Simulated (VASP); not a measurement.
# Mg2ZrH6 (Fm-3m) in VASP: notebook

Runs on Mg2ZrH6. Level: PBE. Tasks: single point, relaxation of cell and atoms.

Everything below comes from runs of VASP 6.6.1. Logs are shortened: lines on timing, memory, paths and dates and some standing lists are left out, and cuts for length are marked.

## (1) The cell of the first run

The structure is cubic, space group Fm-3m (No. 225). Conventional cell: a = 7.302 Å, b = 7.302 Å, c = 7.302 Å, α = 90.00°, β = 90.00°, γ = 90.00°. Mg (site symmetry -43m) has 6 H at 1.83 Å within 2.4 Å. Within 3.4 Å of Zr (site symmetry m-3m) lie 12 H at 2.58 Å and 8 Mg at 3.16 Å. Within 2.4 Å of H (site symmetry mmm) lie 2 Mg at 1.83 Å.

## (2) Single point, PBE (atoms taken out)

Input file INCAR:

```
SYSTEM = Mg2ZrH6
ALGO = Normal
EDIFF = 1E-7
ENCUT = 520
GGA = PE
ISIF = 2
ISMEAR = 0
LASPH = .True.
LCHARG = .False.
LREAL = .False.
LWAVE = .False.
NBANDS = 21
NELM = 60
PREC = Accurate
SIGMA = 0.1
```

Input file KPOINTS:

```
k-points
0
Gamma
  4 4 4
  0 0 0
```

Input file POSCAR:

```
Mg2ZrH6
1.0
    0.0000000000      3.6508192640      3.6508192640
    3.6508192640      0.0000000000      3.6508192640
    3.6508192640      3.6508192640      0.0000000000
Mg Zr H
2 1 6
Direct
    0.7500000000      0.7500000000      0.7500000000
    0.2500000000      0.2500000000      0.2500000000
    0.0000000000      0.0000000000      0.0000000000
    0.5000000000      0.0000000000      0.0000000000
    0.0000000000      0.5000000000      0.5000000000
    0.0000000000      0.5000000000      0.0000000000
    0.5000000000      0.0000000000      0.5000000000
    0.0000000000      0.0000000000      0.5000000000
    0.5000000000      0.5000000000      0.0000000000
```

Potentials or basis: VASP PAW PBE potentials, release 64 (Mg, Zr_sv, H).

Run with:

```console
$ cat potpaw_PBE.64/Mg/POTCAR potpaw_PBE.64/Zr_sv/POTCAR potpaw_PBE.64/H/POTCAR > POTCAR
$ mpirun -np 1 vasp_std > vasp.out
```

OUTCAR:

```text
SYSTEM = Mg2ZrH6
   EDIFF = 1E-7
   ENCUT = 520
   GGA = PE
   ISIF = 2
   ISMEAR = 0
   LASPH = .True.
   LREAL = .False.
   NELM = 60
   PREC = Accurate

 ion  position               nearest neighbor table
   1  0.750  0.750  0.750-   4 1.83   5 1.83   6 1.83   7 1.83   8 1.83   9 1.83   3 3.16   3 3.16
                             3 3.16   3 3.16   2 3.65   2 3.65   2 3.65   2 3.65   2 3.65   2 3.65
   2  0.250  0.250  0.250-   4 1.83   5 1.83   6 1.83   7 1.83   8 1.83   9 1.83   3 3.16   3 3.16
                             3 3.16   3 3.16   1 3.65   1 3.65   1 3.65   1 3.65   1 3.65   1 3.65
   3  0.000  0.000  0.000-   1 3.16   1 3.16   1 3.16   1 3.16   2 3.16   2 3.16   2 3.16   2 3.16

   4  0.500  0.000  0.000-   1 1.83   2 1.83
   5  0.000  0.500  0.500-   1 1.83   2 1.83
   6  0.000  0.500  0.000-   1 1.83   2 1.83
   7  0.500  0.000  0.500-   1 1.83   2 1.83
   8  0.000  0.000  0.500-   1 1.83   2 1.83
   9  0.500  0.500  0.000-   1 1.83   2 1.83

  LATTYP: Found a face centered cubic cell.
 ALAT       =     7.3016385280

  Lattice vectors:

 A1 = (   0.0000000000,   3.6508192640,   3.6508192640)
 A2 = (   3.6508192640,   0.0000000000,   3.6508192640)
 A3 = (   3.6508192640,   3.6508192640,   0.0000000000)

Analysis of symmetry for initial positions (statically):
=====================================================================
 Subroutine PRICEL returns:
 Original cell was already a primitive cell.

 Routine SETGRP: Setting up the symmetry group for a
 face centered cubic supercell.

 Subroutine GETGRP returns: Found 48 space group operations
 (whereof 48 operations were pure point group operations)
 out of a pool of 48 trial point group operations.

The static configuration has the point symmetry O_h .

Analysis of symmetry for dynamics (positions and initial velocities):
=====================================================================
 Subroutine PRICEL returns:
 Original cell was already a primitive cell.

 Routine SETGRP: Setting up the symmetry group for a
 face centered cubic supercell.

 Subroutine GETGRP returns: Found 48 space group operations
 (whereof 48 operations were pure point group operations)
 out of a pool of 48 trial point group operations.

The dynamic configuration has the point symmetry O_h .

 Subroutine INISYM returns: Found 48 space group operations
 (whereof 48 operations are pure point group operations),
 and found     1 'primitive' translations

----------------------------------------------------------------------------------------

                                     Primitive cell

  volume of cell :      97.3198

  direct lattice vectors                    reciprocal lattice vectors
     0.000000000  3.650819264  3.650819264    -0.136955561  0.136955561  0.136955561
     3.650819264  0.000000000  3.650819264     0.136955561 -0.136955561  0.136955561
     3.650819264  3.650819264  0.000000000     0.136955561  0.136955561 -0.136955561

  length of vectors
     5.163038117  5.163038117  5.163038117     0.237213990  0.237213990  0.237213990

  position of ions in fractional coordinates (direct lattice)
     0.750000000  0.750000000  0.750000000
     0.250000000  0.250000000  0.250000000
     0.000000000  0.000000000  0.000000000
     0.500000000  0.000000000  0.000000000
     0.000000000  0.500000000  0.500000000
     0.000000000  0.500000000  0.000000000
     0.500000000  0.000000000  0.500000000
     0.000000000  0.000000000  0.500000000
     0.500000000  0.500000000  0.000000000

  ion indices of the primitive-cell ions
   primitive index   ion index
                 1           1
                 2           2
                 3           3
                 4           4
                 5           5
                 6           6
                 7           7
                 8           8
                 9           9

----------------------------------------------------------------------------------------

 KPOINTS: k-points

Automatic generation of k-mesh.
 Grid dimensions read from file:
 generate k-points for:    4    4    4

 Generating k-lattice:

  Cartesian coordinates                     Fractional coordinates (reciprocal lattice)
    -0.034238890  0.034238890  0.034238890     0.250000000  0.000000000  0.000000000
     0.034238890 -0.034238890  0.034238890     0.000000000  0.250000000  0.000000000
     0.034238890  0.034238890 -0.034238890     0.000000000  0.000000000  0.250000000

  Length of vectors
     0.059303497  0.059303497  0.059303497

  Shift w.r.t. Gamma in fractional coordinates (k-lattice)
     0.000000000  0.000000000  0.000000000

 Subroutine IBZKPT returns following result:
 ===========================================

 Found      8 irreducible k-points:

 Following reciprocal coordinates:
            Coordinates               Weight
  0.000000  0.000000  0.000000      1.000000
  0.250000  0.000000  0.000000      8.000000
  0.500000  0.000000  0.000000      4.000000
[... 31 lines left out ...]
   POTIM  = 0.5000    time-step for ionic-motion
   TEBEG  =    0.0;   TEEND  =   0.0 temperature during run
   PSTRESS=    0.0 pullay stress
   NELECT =      22.0000    total number of electrons
   NUPDOWN=      -1.0000    fix difference up-down
   EMIN   =  10.00;   EMAX   =-10.00  energy-range for DOS
   EFERMI =   0.00;   METHOD = LEGACY
   ISMEAR =     0;   SIGMA  =   0.10  broadening in eV -4-tet -1-fermi 0-gaus
   EFERMI_NEDOS =   21; number of points for ismear=-14 and -15
   IALGO  =     38    algorithm
   IMIX   =      4    mixing-type and parameters
     AMIX     =   0.40;   BMIX     =  1.00
     AMIX_MAG =   1.60;   BMIX_MAG =  1.00
  volume/ion in A,a.u.               =      10.81        72.97
  Fermi-wavevector in a.u.,A,eV,Ry     =   0.997276  1.884578 13.531804  0.994560
  Thomas-Fermi vector in A             =   2.129421
   LORBIT       =      0    0 simple, 1 ext, 2 COOP (PROOUT), +10 PAW based schemes
   GGA     = PE    functional components
   LHFCALC =     F    Hartree Fock is set to
   AEXX    =    0.0000 exact exchange contribution
   IVDW    =     0    specifies the selected vdW correction
   LEPSILON=     F    determine dielectric tensor
   LRPA    =     F    only Hartree local field effects (RPA)
 non-spin polarized calculation
 Gauss-broadening in eV      SIGMA  =   0.10
  energy-cutoff  :      520.00
  volume of cell :       97.32
 maximum number of plane-waves:      2685
 NGX is ok and might be reduce to    40
   NGX = 19   NGY = 19   NGZ = 19

 number of electron      21.9999998 magnetization

 Free energy of the ion-electron system (eV)
  ---------------------------------------------------
  ext. energy  EPLUGINS =         0.00000000
  ---------------------------------------------------
  free energy    TOTEN  =       -30.72067449 eV

  energy without entropy =      -30.69222890  energy(sigma->0) =      -30.70645169

 E-fermi :   3.6911     XC(G=0):  -8.8183

 val. band max:        3.5708180039   @ k =  -0.2500   0.2500   0.0000
 cond. band min:       3.7115810027   @ k =   0.5000   0.0000   0.0000
 fundamental gap:      0.1407629988
 Fermi energy:         3.6910618796

 k-point     1 :       0.0000    0.0000    0.0000
  band No.  band energies     occupation
      1     -46.5125      2.00000
      2     -24.5173      2.00000
      3     -24.5173      2.00000
      4     -24.5173      2.00000
      5      -5.6450      2.00000
      6      -1.5567      2.00000
[... 13 lines left out ...]
     20       7.7898      0.00000
     21       7.7898      0.00000

 k-point     2 :       0.2500    0.0000    0.0000
  band No.  band energies     occupation
      1     -46.5124      2.00000
      2     -24.5216      2.00000
      3     -24.5181      2.00000
      4     -24.5181      2.00000
      5      -5.1611      2.00000
      6      -2.3206      2.00000
[... 13 lines left out ...]
     20       7.9401      0.00000
     21       8.9094      0.00000
[... 103 lines left out ...]
      5      -3.6567      2.00000
      6      -2.5405      2.00000
[... 13 lines left out ...]
     20      10.7959      0.00000
     21      10.8720      0.00000

 k-point     8 :      -0.2500    0.5000    0.2500
  band No.  band energies     occupation
      1     -46.5122      2.00000
      2     -24.5233      2.00000
      3     -24.5233      2.00000
      4     -24.5209      2.00000
      5      -3.2282      2.00000
      6      -3.2282      2.00000
[... 13 lines left out ...]
     20      10.1848      0.00000
     21      11.4211      0.00000

------------------------ aborting loop because EDIFF is reached ----------------------------------------

  FORCE on cell =-STRESS in cart. coord.  units (eV):
  Direction    XX          YY          ZZ          XY          YZ          ZX
  --------------------------------------------------------------------------------------
  -------------------------------------------------------------------------------------
  Total        0.0222786      0.0222786      0.0222786      0.0000000     -0.0000000      0.0000000
  in kB        0.3667735      0.3667735      0.3667735      0.0000000     -0.0000000      0.0000000
  external PRESSURE =       0.3667735 kB  Pullay stress =       0.0000000 kB

 VOLUME and BASIS-vectors are now :
 -----------------------------------------------------------------------------
  energy-cutoff  :      520.00
  volume of cell :       97.32
      direct lattice vectors                 reciprocal lattice vectors
     0.000000000  3.650819264  3.650819264    -0.136955561  0.136955561  0.136955561
     3.650819264  0.000000000  3.650819264     0.136955561 -0.136955561  0.136955561
     3.650819264  3.650819264  0.000000000     0.136955561  0.136955561 -0.136955561

 POSITION                                       TOTAL-FORCE (eV/Angst)
 -----------------------------------------------------------------------------------
      5.47623      5.47623      5.47623        -0.000000     -0.000000     -0.000000
      1.82541      1.82541      1.82541         0.000000      0.000000      0.000000
      0.00000      0.00000      0.00000        -0.000000     -0.000000     -0.000000
      0.00000      1.82541      1.82541        -0.000000     -0.000000     -0.000000
      3.65082      1.82541      1.82541        -0.000000     -0.000000     -0.000000
      1.82541      0.00000      1.82541        -0.000000     -0.000000     -0.000000
      1.82541      3.65082      1.82541        -0.000000     -0.000000     -0.000000
      1.82541      1.82541      0.00000        -0.000000     -0.000000     -0.000000
      1.82541      1.82541      3.65082        -0.000000     -0.000000     -0.000000
 -----------------------------------------------------------------------------------
    total drift:                               -0.000000      0.000000      0.000000

  FREE ENERGIE OF THE ION-ELECTRON SYSTEM (eV)
  ---------------------------------------------------
  free  energy   TOTEN  =       -30.7206744907 eV

  energy  without entropy=      -30.6922288979  energy(sigma->0) =      -30.70645169
```

It took 42 s on 1 thread of Intel Xeon 8259CL, shared host; peak memory 0.24 GiB.

What came out:

| Quantity | Value |
| --- | --- |
| Free energy | -30.7207 eV |
| Pressure | 0.0 GPa |
| Band gap on the k mesh | zero (bands 11 and 12 overlap by 1.54 eV) |

Caveat: the k points lie up to 0.37 Å⁻¹ apart, too coarse for converged energies and pressures of a metal; the cell differs from its parent crystal (atoms taken out).

## (3) Single point, PBE (atoms taken out)

Input file INCAR:

```
SYSTEM = Mg2ZrH6
ALGO     = Normal         ! electronic algorithm
EDIFF    = 1E-6           ! SCF threshold, eV
ENCUT    = 520            ! plane-wave cutoff, eV
GGA      = PE             ! functional
ISIF     = 2              ! what is computed and relaxed
ISMEAR   = 0              ! smearing method
LASPH    = .TRUE.         ! aspherical terms in the spheres
LCHARG   = .FALSE.        ! write CHGCAR
LREAL    = .FALSE.        ! projectors in reciprocal space
LWAVE    = .FALSE.        ! write WAVECAR
NBANDS   = 21             ! bands
NELM     = 100            ! most SCF steps
PREC     = Accurate       ! precision mode
SIGMA    = 0.1            ! smearing width, eV
```

Input file KPOINTS:

```
k-points
0
G
  4 4 4
  0 0 0
```

Edit POSCAR of step 2 so:

```diff
@@ -2,5 +2,5 @@
 1.0
-    0.0000000000      3.6508192640      3.6508192640
-    3.6508192640      0.0000000000      3.6508192640
-    3.6508192640      3.6508192640      0.0000000000
+    0.0000000000      4.3070101300      4.3070101300
+    4.3070101300      0.0000000000      4.3070101300
+    4.3070101300      4.3070101300      0.0000000000
 Mg Zr H
```

Potentials or basis: VASP PAW PBE potentials, release 64 (Mg, Zr_sv, H).

Run with:

```console
$ cat potpaw_PBE.64/Mg/POTCAR potpaw_PBE.64/Zr_sv/POTCAR potpaw_PBE.64/H/POTCAR > POTCAR
$ mpirun -np 1 vasp_std > vasp.out
```

Wall time 77 s (1 thread of Intel Xeon 8259CL, shared host); peak memory 0.32 GiB.

It converged, with:

```
Free energy            : -27.4654 eV
Pressure               : -11.5 GPa
Band gap on the k mesh : zero (bands 11 and 12 overlap by 0.43 eV)
```

Levels at points of the mesh, in eV from the Fermi level:
| k point | band 9 | band 10 | band 11 | band 12 | band 13 | band 14 |
| --- | --- | --- | --- | --- | --- | --- |
| (0.00, 0.00, 0.00) | -2.20 | -2.20 | 0.27 | 1.06 | 1.06 | 1.16 |
| (0.50, 0.00, 0.00) | -2.77 | -2.77 | -0.53 | 0.04 | 0.04 | 1.14 |
| (0.50, 0.50, 0.00) | -3.56 | -1.66 | -0.25 | -0.16 | -0.16 | 0.18 |

Caveat: the cell differs from its parent crystal (atoms taken out); the cell stands under tension.

## (4) Single point, PBE, collinear spin (atoms taken out)

Input file INCAR:

```
PREC = Accurate
ENCUT = 520
EDIFF = 1E-7
ISMEAR = 0
SIGMA = 0.1
LREAL = F
LASPH = T
NELM = 150
ALGO = Normal
ISIF = 2
LWAVE = F
LCHARG = T
ISPIN = 2
MAGMOM = 0 0 1 0 0 0 0 0 0
LORBIT = 11
LMAXMIX = 4
GGA = PE
LELF = T
LVHAR = T
NBANDS = 25
```

Input file KPOINTS:

```
regular mesh
0
Gamma
  4 4 4
```

Edit POSCAR of step 3 so:

```diff
@@ -2,5 +2,5 @@
 1.0
-    0.0000000000      4.3070101300      4.3070101300
-    4.3070101300      0.0000000000      4.3070101300
-    4.3070101300      4.3070101300      0.0000000000
+    0.0000000000      3.6508192640      3.6508192640
+    3.6508192640      0.0000000000      3.6508192640
+    3.6508192640      3.6508192640      0.0000000000
 Mg Zr H
```

Run with:

```console
$ cat potpaw_PBE.64/Mg/POTCAR potpaw_PBE.64/Zr_sv/POTCAR potpaw_PBE.64/H/POTCAR > POTCAR
$ mpirun -np 1 vasp_std > vasp.out
```

Run time: 2.4 min. Hardware: 1 thread of Intel Xeon 8259CL, shared host; peak memory 0.29 GiB.

The run converged. Its results:

- Free energy: -30.8087 eV
- Pressure: 0.8 GPa
- Net moment: 1.83 μB per cell
- Site moments: Mg +0.01; Zr +1.19; H -0.02 μB
- Valence electrons inside the program's atomic spheres: Mg 0.43; Zr 9.67; H 0.56

Levels at points of the mesh, in eV from the Fermi level:
Spin up:
```tsv
k point	band 9	band 10	band 11	band 12	band 13	band 14
(0.00, 0.00, 0.00)	-3.45	-3.45	1.30	2.01	2.01	2.37
(0.50, 0.00, 0.00)	-3.86	-3.86	-1.02	-0.38	-0.38	2.27
(0.50, 0.50, 0.00)	-5.01	-2.30	-0.99	-0.59	-0.59	-0.12
```
Spin down:
```
           k point  band 6  band 7  band 8  band 9  band 10  band 11  band 12  band 13  band 14  band 15
(0.00, 0.00, 0.00)   -5.06   -5.06   -5.06   -3.22    -3.22     1.44     2.97     2.97     3.01     3.01
(0.50, 0.00, 0.00)   -7.17   -4.45   -4.45   -3.82    -3.82    -0.08     0.74     0.74     2.58     3.18
(0.50, 0.50, 0.00)   -6.02   -5.90   -4.94   -4.94    -2.37    -0.03     0.45     0.45     1.10     3.31
```

Caveat: the k points lie up to 0.37 Å⁻¹ apart; the cell differs from its parent crystal (atoms taken out).

## (5) Relaxation of cell and atoms, PBE (atoms taken out)

Input file INCAR:

```
PREC = Accurate ; ENCUT = 600
EDIFF = 1E-7 ; ISMEAR = 0
SIGMA = 0.1 ; LREAL = F
LASPH = T ; NELM = 60
ALGO = Normal ; ISIF = 3
LWAVE = F ; LCHARG = F
GGA = PE ; IBRION = 2
NSW = 90 ; EDIFFG = -0.04
```

Input file KPOINTS:

```
Automatic mesh
0
Gamma
  4 4 4
```

Edit POSCAR of step 4 so:

```diff
@@ -2,5 +2,5 @@
 1.0
-    0.0000000000      3.6508192640      3.6508192640
-    3.6508192640      0.0000000000      3.6508192640
-    3.6508192640      3.6508192640      0.0000000000
+    0.0000000000      4.3070101300      4.3070101300
+    4.3070101300      0.0000000000      4.3070101300
+    4.3070101300      4.3070101300      0.0000000000
 Mg Zr H
```

Run with:

```console
$ cat potpaw_PBE.64/Mg/POTCAR potpaw_PBE.64/Zr_sv/POTCAR potpaw_PBE.64/H/POTCAR > POTCAR
$ mpirun -np 1 vasp_std > vasp.out
```

It took 7.9 min on 1 thread of Intel Xeon 8259CL, shared host; peak memory 0.39 GiB.

The run converged. Its results:

| Item | Value |
| --- | --- |
| Free energy | -30.7258 eV |
| Relaxed volume | 10.83 Å³/atom |
| Relaxed cell | a = 5.165 Å, b = 5.165 Å, c = 5.165 Å, α = 60.00°, β = 60.00°, γ = 60.00° |
| Space group after relaxing (to 0.1 Å) | Fm-3m (No. 225) |
| Energy gained by relaxing | 362.1 meV/atom |
| Ionic steps | 6 |
| Pressure after relaxing | 0.1 GPa |
| Band gap on the k mesh | zero (bands 11 and 12 overlap by 1.53 eV) |

The path:
| step | energy change (eV) | largest force (eV/Å) | pressure (GPa) | volume (Å³) |
| --- | --- | --- | --- | --- |
| 1 | 0.0000 | 0.0000 | -11.48 | 159.79 |
| 2 | -1.8931 | 0.0000 | -10.02 | 132.14 |
| 3 | -3.0895 | 0.0000 | -4.84 | 107.95 |
| 4 | -0.6588 | 0.0000 | 38.05 | 68.79 |
| 5 | -3.2429 | 0.0000 | -1.67 | 100.60 |
| 6 | -3.2591 | 0.0000 | 0.07 | 97.44 |

Final structure:
```xyz
9
Lattice="0.0000 3.6524 3.6524 3.6524 0.0000 3.6524 3.6524 3.6524 0.0000" Properties=species:S:1:pos:R:3 pbc="T T T"
Mg    5.4786    5.4786    5.4786
Mg    1.8262    1.8262    1.8262
Zr    0.0000    0.0000    0.0000
H     0.0000    1.8262    1.8262
H     3.6524    1.8262    1.8262
H     1.8262    0.0000    1.8262
H     1.8262    3.6524    1.8262
H     1.8262    1.8262    0.0000
H     1.8262    1.8262    3.6524
```

Levels at points of the mesh, in eV from the Fermi level:
| k point | band 8 | band 9 | band 10 | band 11 | band 12 | band 13 | band 14 | band 15 |
| --- | --- | --- | --- | --- | --- | --- | --- | --- |
| (0.00, 0.00, 0.00) | -5.24 | -3.42 | -3.42 | 1.30 | 2.32 | 2.32 | 2.57 | 2.57 |
| (0.50, 0.00, 0.00) | -4.63 | -3.92 | -3.92 | -0.70 | 0.02 | 0.02 | 2.42 | 2.54 |
| (0.50, 0.50, 0.00) | -5.06 | -5.06 | -2.41 | -0.65 | -0.24 | -0.24 | 0.33 | 2.68 |

Caveat: the cell differs from its parent crystal (atoms taken out); the volume moved by over 15 % at a fixed basis, so the end points are rough.

## (6) Overview

```csv
task,spin,cell,cutoff (eV),gap on the mesh (eV),pressure (GPa)
single point,off,"a = 5.163 Å, angles 60.0°, 9 atoms",520,none,0.0
single point,off,"a = 6.091 Å, angles 60.0°, 9 atoms",520,none,-11.5
single point,collinear,"a = 5.163 Å, angles 60.0°, 9 atoms",520,none,0.8
relaxation of cell and atoms,off,"relaxed from a = 6.091 Å, angles 60.0°, 9 atoms",600,none,0.1
```

Alike in all rows: level PBE; potentials or basis VASP PAW PBE potentials, release 64 (Mg, Zr_sv, H); k mesh 4 × 4 × 4; smearing gaussian 0.1 eV.

Caveats: some runs use coarse meshes; the cell stands under tension (at least some runs); the volume moved by over 15 % at a fixed basis, so the end points are rough (at least some runs).

Absolute energies hang on the potentials; compare differences alone.
